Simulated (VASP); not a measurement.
# CdTe4 in VASP: notebook

CdTe4 is run at these levels: PBE; tasks: single point, relaxation of cell and atoms.

Program: VASP 6.6.1. These are calculated values, not measurements. Logs are shortened: lines on timing, memory, paths and dates and some standing lists are left out, and cuts for length are marked.

### Step 1. The cell of the first run

It takes space group I-43m (No. 217, cubic). Conventional cell: a = 6.957 Å, b = 6.957 Å, c = 6.957 Å, α = 90.00°, β = 90.00°, γ = 90.00°. Cd (site symmetry -43m) has 8 Te at 2.99 to 3.04 Å within 3.9 Å. Te (site symmetry 3m) has 2 Cd at 2.99 to 3.04 Å and 6 Te at 3.48 Å within 3.9 Å.

The cell was built from a structure type or drawn by symmetry, and may not be a known phase.

### Step 2. Single point, PBE

INCAR reads:

```
PREC = Accurate
ENCUT = 520
EDIFF = 1E-7
ISMEAR = 0
SIGMA = 0.1
LREAL = False
LASPH = True
NELM = 80
ALGO = Normal
ISIF = 2
LWAVE = False
LCHARG = False
GGA = PE
NBANDS = 26
```

KPOINTS reads:

```
Automatic mesh
0
Gamma
  4 4 4
```

POSCAR reads:

```
CdTe4
1.0
   -3.4786620872      3.4786620872      3.4786620872
    3.4786620872     -3.4786620872      3.4786620872
    3.4786620872      3.4786620872     -3.4786620872
Cd Te
1 4
Direct
    0.0000000000      0.0000000000      0.0000000000
    0.4962694200      0.4962694200      0.4962694200
    0.5037305800      0.0000000000      0.0000000000
    0.0000000000      0.0000000000      0.5037305800
    0.0000000000      0.5037305800      0.0000000000
```

Potentials or basis: VASP PAW PBE potentials, release 64 (Cd, Te).

Started as:

```
cat potpaw_PBE.64/Cd/POTCAR potpaw_PBE.64/Te/POTCAR > POTCAR
mpirun -np 1 vasp_std > vasp.out
```

OUTCAR:

```text
PREC = Accurate
   ENCUT = 520
   EDIFF = 1E-7
   ISMEAR = 0
   LREAL = False
   LASPH = True
   NELM = 80
   ISIF = 2
   GGA = PE

 ion  position               nearest neighbor table
   1  0.000  0.000  0.000-   2 2.99   3 2.99   4 2.99   5 2.99   5 3.04   4 3.04   3 3.04   2 3.04

   2  0.496  0.496  0.496-   1 2.99   1 3.04   4 3.48   4 3.48   5 3.48   3 3.48   3 3.48   5 3.48

   3  0.504  0.000  0.000-   1 2.99   1 3.04   5 3.48   5 3.48   2 3.48   4 3.48   4 3.48   2 3.48

   4  0.000  0.000  0.504-   1 2.99   1 3.04   2 3.48   2 3.48   3 3.48   3 3.48   5 3.48   5 3.48

   5  0.000  0.504  0.000-   1 2.99   1 3.04   3 3.48   3 3.48   4 3.48   2 3.48   4 3.48   2 3.48

  LATTYP: Found a body centered cubic cell.
 ALAT       =     6.9573241744

  Lattice vectors:

 A1 = (  -3.4786620872,   3.4786620872,   3.4786620872)
 A2 = (   3.4786620872,  -3.4786620872,   3.4786620872)
 A3 = (   3.4786620872,   3.4786620872,  -3.4786620872)

Analysis of symmetry for initial positions (statically):
=====================================================================
 Subroutine PRICEL returns:
 Original cell was already a primitive cell.

 Routine SETGRP: Setting up the symmetry group for a
 body centered cubic supercell.

 Subroutine GETGRP returns: Found 24 space group operations
 (whereof 24 operations were pure point group operations)
 out of a pool of 48 trial point group operations.

The static configuration has the point symmetry T_d .

Analysis of symmetry for dynamics (positions and initial velocities):
=====================================================================
 Subroutine PRICEL returns:
 Original cell was already a primitive cell.

 Routine SETGRP: Setting up the symmetry group for a
 body centered cubic supercell.

 Subroutine GETGRP returns: Found 24 space group operations
 (whereof 24 operations were pure point group operations)
 out of a pool of 48 trial point group operations.

The dynamic configuration has the point symmetry T_d .

 Subroutine INISYM returns: Found 24 space group operations
 (whereof 24 operations are pure point group operations),
 and found     1 'primitive' translations

----------------------------------------------------------------------------------------

                                     Primitive cell

  volume of cell :     168.3824

  direct lattice vectors                    reciprocal lattice vectors
    -3.478662087  3.478662087  3.478662087     0.000000000  0.143733420  0.143733420
     3.478662087 -3.478662087  3.478662087     0.143733420  0.000000000  0.143733420
     3.478662087  3.478662087 -3.478662087     0.143733420  0.143733420  0.000000000

  length of vectors
     6.025219477  6.025219477  6.025219477     0.203269752  0.203269752  0.203269752

  position of ions in fractional coordinates (direct lattice)
     0.000000000  0.000000000  0.000000000
     0.496269420  0.496269420  0.496269420
     0.503730580  0.000000000  0.000000000
     0.000000000  0.000000000  0.503730580
     0.000000000  0.503730580  0.000000000

  ion indices of the primitive-cell ions
   primitive index   ion index
                 1           1
                 2           2
                 3           3
                 4           4
                 5           5

----------------------------------------------------------------------------------------

 KPOINTS: Automatic mesh

Automatic generation of k-mesh.
 Grid dimensions read from file:
 generate k-points for:    4    4    4

 Generating k-lattice:

  Cartesian coordinates                     Fractional coordinates (reciprocal lattice)
     0.000000000  0.035933355  0.035933355     0.250000000  0.000000000  0.000000000
     0.035933355  0.000000000  0.035933355     0.000000000  0.250000000  0.000000000
     0.035933355  0.035933355  0.000000000     0.000000000  0.000000000  0.250000000

  Length of vectors
     0.050817438  0.050817438  0.050817438

  Shift w.r.t. Gamma in fractional coordinates (k-lattice)
     0.000000000  0.000000000  0.000000000

 Subroutine IBZKPT returns following result:
 ===========================================

 Found      8 irreducible k-points:

 Following reciprocal coordinates:
            Coordinates               Weight
  0.000000  0.000000  0.000000      1.000000
  0.250000  0.000000  0.000000     12.000000
  0.500000  0.000000  0.000000      6.000000
  0.250000  0.250000  0.000000     24.000000
  0.250000  0.250000  0.250000      2.000000
 -0.250000  0.250000  0.250000      6.000000
  0.500000  0.500000  0.250000     12.000000
  0.500000  0.500000  0.500000      1.000000
   k-points           NKPTS =      8   k-points in BZ     NKDIM =      8   number of bands    NBANDS=     26
   number of dos      NEDOS =    301   number of ions     NIONS =      5
   total plane-waves  NPLWV = 110592
   dimension x,y,z NGX =    48 NGY =   48 NGZ =   48
   dimension x,y,z NGXF=    96 NGYF=   96 NGZF=   96
   ions per type =               1   4
   NGX,Y,Z   is equivalent  to a cutoff of  13.24, 13.24, 13.24 a.u.
   NGXF,Y,Z  is equivalent  to a cutoff of  26.49, 26.49, 26.49 a.u.
 SYSTEM =  unknown system
   PREC   = accura    normal or accurate (medium, high low for compatibility)
   ISTART =      0    job   : 0-new  1-cont  2-samecut
   ICHARG =      2    charge: 1-file 2-atom 10-const
   ISPIN  =      1    spin polarized calculation?
   LNONCOLLINEAR =      F non collinear calculations
   LSORBIT =      F    spin-orbit coupling
   LASPH  =      T    aspherical Exc in radial PAW
   ENCUT  =  520.0 eV  38.22 Ry    6.18 a.u.  11.20 11.20 11.20*2*pi/ulx,y,z
   NELM   =     80;   NELMIN=  2; NELMDL= -5     # of ELM steps
   EDIFF  = 0.1E-06   stopping-criterion for ELM
   LREAL  =      F    real-space projection
   EDIFFG = 0.1E-05   stopping-criterion for IOM
   NSW    =      0    number of steps for IOM
   IBRION =     -1    ionic relax: 0-MD 1-quasi-New 2-CG
   NFREE  =      0    steps in history (QN), initial steepest desc. (CG)
   ISIF   =      2    stress and relaxation
   ISYM   =      2    0-nonsym 1-usesym 2-fastsym
   POTIM  = 0.5000    time-step for ionic-motion
   TEBEG  =    0.0;   TEEND  =   0.0 temperature during run
   PSTRESS=    0.0 pullay stress
   NELECT =      36.0000    total number of electrons
   NUPDOWN=      -1.0000    fix difference up-down
   EMIN   =  10.00;   EMAX   =-10.00  energy-range for DOS
   EFERMI =   0.00;   METHOD = LEGACY
   ISMEAR =     0;   SIGMA  =   0.10  broadening in eV -4-tet -1-fermi 0-gaus
   EFERMI_NEDOS =   21; number of points for ismear=-14 and -15
   IALGO  =     38    algorithm
   IMIX   =      4    mixing-type and parameters
     AMIX     =   0.40;   BMIX     =  1.00
     AMIX_MAG =   1.60;   BMIX_MAG =  1.00
  volume/ion in A,a.u.               =      33.68       227.26
  Fermi-wavevector in a.u.,A,eV,Ry     =   0.978911  1.849874 13.038023  0.958268
  Thomas-Fermi vector in A             =   2.109724
   LORBIT       =      0    0 simple, 1 ext, 2 COOP (PROOUT), +10 PAW based schemes
   GGA     = PE    functional components
   LHFCALC =     F    Hartree Fock is set to
   AEXX    =    0.0000 exact exchange contribution
   IVDW    =     0    specifies the selected vdW correction
   LEPSILON=     F    determine dielectric tensor
   LRPA    =     F    only Hartree local field effects (RPA)
 non-spin polarized calculation
 Gauss-broadening in eV      SIGMA  =   0.10
  energy-cutoff  :      520.00
  volume of cell :      168.38
 maximum number of plane-waves:      4552
 NGX is ok and might be reduce to    48
   NGX = 23   NGY = 23   NGZ = 23

 number of electron      35.9999995 magnetization

 Free energy of the ion-electron system (eV)
  ---------------------------------------------------
  ext. energy  EPLUGINS =         0.00000000
  ---------------------------------------------------
  free energy    TOTEN  =       -12.12757325 eV

  energy without entropy =      -12.09849905  energy(sigma->0) =      -12.11303615

 E-fermi :   4.8063     XC(G=0):  -9.0011

 val. band max:        4.4586592325   @ k =   0.2500   0.2500   0.0000
 cond. band min:       4.8175674098   @ k =   0.5000   0.5000   0.2500
 fundamental gap:      0.3589081773
 Fermi energy:         4.8062762845

 k-point     1 :       0.0000    0.0000    0.0000
  band No.  band energies     occupation
      1      -7.9577      2.00000
      2      -5.9860      2.00000
      3      -5.9860      2.00000
      4      -5.9860      2.00000
      5      -4.2148      2.00000
      6      -4.2148      2.00000
[... 18 lines left out ...]
     25       9.5598      0.00000
     26      10.4847      0.00000

 k-point     2 :       0.2500    0.0000    0.0000
  band No.  band energies     occupation
      1      -7.6864      2.00000
      2      -6.2397      2.00000
      3      -6.0417      2.00000
      4      -5.9053      2.00000
      5      -4.2239      2.00000
      6      -4.2222      2.00000
[... 18 lines left out ...]
     25      10.3563      0.00000
     26      10.9014      0.00000

 k-point     3 :       0.5000    0.0000    0.0000
  band No.  band energies     occupation
      1      -7.0760      2.00000
      2      -6.8629      2.00000
      3      -6.0955      2.00000
      4      -5.8009      2.00000
      5      -4.4449      2.00000
      6      -4.3368      2.00000
[... 18 lines left out ...]
     25      10.7453      0.00000
     26      10.8259      0.00000

 k-point     4 :       0.2500    0.2500    0.0000
  band No.  band energies     occupation
      1      -7.1988      2.00000
      2      -6.4555      2.00000
      3      -6.4362      2.00000
      4      -5.7816      2.00000
      5      -4.4090      2.00000
      6      -4.2322      2.00000
[... 18 lines left out ...]
     25      10.2456      0.00000
     26      10.3138      0.00000

 k-point     5 :       0.2500    0.2500    0.2500
  band No.  band energies     occupation
      1      -6.6165      2.00000
      2      -6.4991      2.00000
      3      -6.4991      2.00000
      4      -6.4991      2.00000
      5      -4.2291      2.00000
      6      -4.2291      2.00000
[... 18 lines left out ...]
     25      10.5864      0.00000
     26      11.3915      0.00000

 k-point     6 :      -0.2500    0.2500    0.2500
  band No.  band energies     occupation
      1      -7.4434      2.00000
      2      -6.3700      2.00000
      3      -6.3700      2.00000
      4      -5.4960      2.00000
      5      -4.2360      2.00000
      6      -4.2315      2.00000
[... 18 lines left out ...]
     25       9.9931      0.00000
     26       9.9931      0.00000

 k-point     7 :       0.5000    0.5000    0.2500
  band No.  band energies     occupation
      1      -6.9148      2.00000
      2      -6.7952      2.00000
      3      -6.5227      2.00000
      4      -5.1909      2.00000
      5      -4.4510      2.00000
      6      -4.3848      2.00000
[... 18 lines left out ...]
     25       9.9788      0.00000
     26      11.2661      0.00000

 k-point     8 :       0.5000    0.5000    0.5000
  band No.  band energies     occupation
      1      -6.7233      2.00000
      2      -6.7233      2.00000
      3      -6.7233      2.00000
      4      -4.5075      2.00000
      5      -4.4572      2.00000
      6      -4.4572      2.00000
[... 18 lines left out ...]
     25       8.8372      0.00000
     26      11.6228      0.00000

------------------------ aborting loop because EDIFF is reached ----------------------------------------

  FORCE on cell =-STRESS in cart. coord.  units (eV):
  Direction    XX          YY          ZZ          XY          YZ          ZX
  --------------------------------------------------------------------------------------
  -------------------------------------------------------------------------------------
  Total        0.0551054      0.0551054      0.0551054     -0.0000000     -0.0000000      0.0000000
  in kB        0.5243335      0.5243335      0.5243335     -0.0000000     -0.0000000      0.0000000
  external PRESSURE =       0.5243335 kB  Pullay stress =       0.0000000 kB

 VOLUME and BASIS-vectors are now :
 -----------------------------------------------------------------------------
  energy-cutoff  :      520.00
  volume of cell :      168.38
      direct lattice vectors                 reciprocal lattice vectors
    -3.478662087  3.478662087  3.478662087     0.000000000  0.143733420  0.143733420
     3.478662087 -3.478662087  3.478662087     0.143733420  0.000000000  0.143733420
     3.478662087  3.478662087 -3.478662087     0.143733420  0.143733420  0.000000000

 POSITION                                       TOTAL-FORCE (eV/Angst)
 -----------------------------------------------------------------------------------
      0.00000      0.00000      0.00000         0.000000     -0.000000     -0.000000
      1.72635      1.72635      1.72635         0.025054      0.025054      0.025054
     -1.75231      1.75231      1.75231         0.025054     -0.025054     -0.025054
      1.75231      1.75231     -1.75231        -0.025054     -0.025054      0.025054
      1.75231     -1.75231      1.75231        -0.025054      0.025054     -0.025054
 -----------------------------------------------------------------------------------
    total drift:                               -0.000002     -0.000002     -0.000004

  FREE ENERGIE OF THE ION-ELECTRON SYSTEM (eV)
  ---------------------------------------------------
  free  energy   TOTEN  =       -12.1275732477 eV

  energy  without entropy=      -12.0984990471  energy(sigma->0) =      -12.11303615
```

It took 28 s on 1 thread of AMD EPYC 9R45 (Zen 5), shared host; peak memory 0.28 GiB.

Results:

- Free energy: -12.1276 eV
- Pressure: 0.1 GPa
- Largest force: 0.043 eV/Å
- Band gap on the k mesh: zero (bands 18 and 19 overlap by 2.87 eV)

Forces on the atoms (eV/Å):
```
Cd   0.000  0.000  0.000
Te   0.025  0.025  0.025
Te   0.025 -0.025 -0.025
Te  -0.025 -0.025  0.025
Te  -0.025  0.025 -0.025
```

Caveat: spin-orbit coupling is left out, which moves the levels of the heavy elements.

### Step 3. Single point, PBE

INCAR reads:

```
ALGO = Normal
EDIFF = 1E-6
ENCUT = 520
GGA = PE
ISIF = 2
ISMEAR = 0
LASPH = T
LCHARG = T
LELF = T
LREAL = F
LVHAR = T
LWAVE = F
NBANDS = 26
NELM = 100
PREC = Accurate
SIGMA = 0.1
```

KPOINTS reads:

```
k-points
0
Gamma
  8 8 8
```

POSCAR reads:

```
CdTe4
1.0
   -3.4786620872      3.4786620872      3.4786620872
    3.4786620872     -3.4786620872      3.4786620872
    3.4786620872      3.4786620872     -3.4786620872
Cd Te
1 4
Direct
    0.0000000000      0.0000000000      0.0000000000
    0.5000000000      0.5000000000      0.5000000000
    0.5000000000      0.0000000000      0.0000000000
    0.0000000000      0.0000000000      0.5000000000
    0.0000000000      0.5000000000      0.0000000000
```

Potentials or basis: VASP PAW PBE potentials, release 64 (Cd, Te).

Started as:

```
cat potpaw_PBE.64/Cd/POTCAR potpaw_PBE.64/Te/POTCAR > POTCAR
mpirun -np 1 vasp_std > vasp.out
```

It took 67 s on 1 thread of AMD EPYC 9R45 (Zen 5), shared host; peak memory 0.35 GiB.

It converged, with:

| Item | Value |
| --- | --- |
| Free energy | -12.1993 eV |
| Pressure | 0.1 GPa |
| Band gap on the k mesh | zero (bands 18 and 19 overlap by 2.89 eV) |

Levels at points of the mesh, in eV from the Fermi level:
| k point | band 14 | band 15 | band 16 | band 17 | band 18 | band 19 | band 20 | band 21 | band 22 | band 23 |
| --- | --- | --- | --- | --- | --- | --- | --- | --- | --- | --- |
| (0.00, 0.00, 0.00) | -3.47 | -3.47 | -1.74 | 0.26 | 0.26 | 0.26 | 1.58 | 2.26 | 2.26 | 2.90 |
| (0.50, 0.00, 0.00) | -2.13 | -2.01 | -1.99 | -1.09 | -1.08 | -1.00 | 1.09 | 1.29 | 2.29 | 3.44 |
| (0.50, 0.50, 0.50) | -2.43 | -2.43 | 1.29 | 1.29 | 1.29 | 1.44 | 1.44 | 1.44 | 2.86 | 2.86 |

Caveat: spin-orbit coupling is left out, which moves the levels of the heavy elements.

(Part 1 of 2 ends here.)
